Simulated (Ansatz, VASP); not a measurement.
One calculation of MoS2, two programs

Contents of INCAR:

```
SYSTEM = MoS2
PREC = Accurate
ENCUT = 500
EDIFF = 1E-6
ISMEAR = 0
SIGMA = 0.05
LREAL = .False.
LASPH = .True.
NELM = 200
ALGO = Normal
ISIF = 2
LWAVE = .False.
LCHARG = .False.
ISPIN = 2
MAGMOM = 0 0 0 0 0 0
LORBIT = 11
LMAXMIX = 4
LDAU = .True.
LDAUTYPE = 2
LDAUL = 2 -1
LDAUU = 4 0
LDAUJ = 0 0
LDAUPRINT = 1
GGA = CA
NBANDS = 39
GGA_COMPAT = .False.
```

The input KPOINTS:

```
regular mesh
0
Gamma
  7 7 2
  0 0 0
```

POSCAR

```
MoS2
1.0
    3.1610015200      0.0000000000      0.0000000000
   -1.5805007600      2.7375076200      0.0000000000
    0.0000000000      0.0000000000     12.2949997000
Mo S
2 4
Direct
    0.3333333333      0.6666666667      0.2500000000
    0.6666666667      0.3333333333      0.7500000000
    0.3333333333      0.6666666667      0.6275000000
    0.6666666667      0.3333333333      0.1275000000
    0.3333333333      0.6666666667      0.8725000000
    0.6666666667      0.3333333333      0.3725000000
```

Input for Ansatz:

```yaml
crystal:
  lattice:
    - [3.16100152, 0.0, 0.0]
    - [-1.58050076, 2.73750762, 0.0]
    - [0.0, 0.0, 12.2949997]
  atoms:
    - { symbol: Mo, position: [0.3333333333, 0.6666666667, 0.25], spin: 2.0 }
    - { symbol: Mo, position: [0.6666666667, 0.3333333333, 0.75], spin: 2.0 }
    - { symbol: S, position: [0.3333333333, 0.6666666667, 0.6275] }
    - { symbol: S, position: [0.6666666667, 0.3333333333, 0.1275] }
    - { symbol: S, position: [0.3333333333, 0.6666666667, 0.8725] }
    - { symbol: S, position: [0.6666666667, 0.3333333333, 0.3725] }
basis:
  ecutwfc: 420
  ecutrho_ratio: 4
kpoints:
  mp_grid: { grid: [7, 7, 2] }
hamiltonian:
  xc: lda
  hubbard:
    sites:
      - { site: 0, l: d, u_eff: 4.0, starting_ns: [{ spin: up, occupation_matrix: s0up }, { spin: down, occupation_matrix: s0down }] }
      - { site: 1, l: d, u_eff: 4.0, starting_ns: [{ spin: up, occupation_matrix: s1up }, { spin: down, occupation_matrix: s1down }] }
    occupation_matrices:
      s0up:
        matrix:
          - [0.97, 0.0, 0.0, 0.0, 0.0]
          - [0.0, 0.02, 0.0, 0.0, 0.0]
          - [0.0, 0.0, 0.02, 0.0, 0.0]
          - [0.0, 0.0, 0.0, 0.02, 0.0]
          - [0.0, 0.0, 0.0, 0.0, 0.97]
      s0down:
        matrix:
          - [0.02, 0.0, 0.0, 0.0, 0.0]
          - [0.0, 0.02, 0.0, 0.0, 0.0]
          - [0.0, 0.0, 0.02, 0.0, 0.0]
          - [0.0, 0.0, 0.0, 0.02, 0.0]
          - [0.0, 0.0, 0.0, 0.0, 0.02]
      s1up:
        matrix:
          - [0.97, 0.0, 0.0, 0.0, 0.0]
          - [0.0, 0.02, 0.0, 0.0, 0.0]
          - [0.0, 0.0, 0.02, 0.0, 0.0]
          - [0.0, 0.0, 0.0, 0.02, 0.0]
          - [0.0, 0.0, 0.0, 0.0, 0.97]
      s1down:
        matrix:
          - [0.02, 0.0, 0.0, 0.0, 0.0]
          - [0.0, 0.02, 0.0, 0.0, 0.0]
          - [0.0, 0.0, 0.02, 0.0, 0.0]
          - [0.0, 0.0, 0.0, 0.02, 0.0]
          - [0.0, 0.0, 0.0, 0.0, 0.02]
    ns_hold: { iters: 10 }
scf:
  occupations: { method: gaussian, width: 0.05 }
  lower_state_search: "off"
  max_iter: 150
output:
  forces: true
  stress: true
  eigenvalues: true
  populations: true
  hubbard: { sites: [{ site: 0, l: d }, { site: 1, l: d }] }
  write_density: true
  write_potential: true
  elf: true
  volumetric_format: npy
magnetization:
  spin_polarized: true
```

Alike in both runs: task single point; functional LDA; k mesh 7 × 7 × 2; occupations gaussian, width 0.05 eV; collinear spin; Hubbard terms Mo d U = 4.0 eV.

```csv
,VASP,Ansatz
version,VASP 6.6.1,Ansatz 0.2.0
potentials or method,"VASP PAW LDA potentials, release 64 (Mo_sv, S), cutoff 500 eV","scalar-relativistic, plane waves, PAW"
valence electrons in the cell,52,52
```

|  | VASP | Ansatz | Ansatz less VASP |
| --- | --- | --- | --- |
| gap on the k mesh at the Fermi level (eV) | 0.95 | 0.89 | -0.058 |
| least direct gap on the mesh (eV) | 2.01 | 1.95 | -0.051 |
| pressure (GPa) | 3.6 | 1.0 | -2.63 |
| traceless stress, the component that is largest in VASP (GPa) | 4.66 | 4.49 | -0.168 |
| rms of the force components (eV/Å) | 0.489 | 0.345 | -0.1439 |
| net moment per atom (μB) | 0.00 | 0.00 | 0.000 |

LDA's correlation is that of Perdew and Zunger in VASP and of Perdew and Wang (1992) in Ansatz. The programs project onto different local orbitals, so the same U acts differently, and such runs can settle in different states. Atom by atom the forces differ by 0.144 eV/Å (rms over components). Ansatz's warnings: seeded moment not kept, specified occupation not kept, symmetry narrowed by occupation matrices.
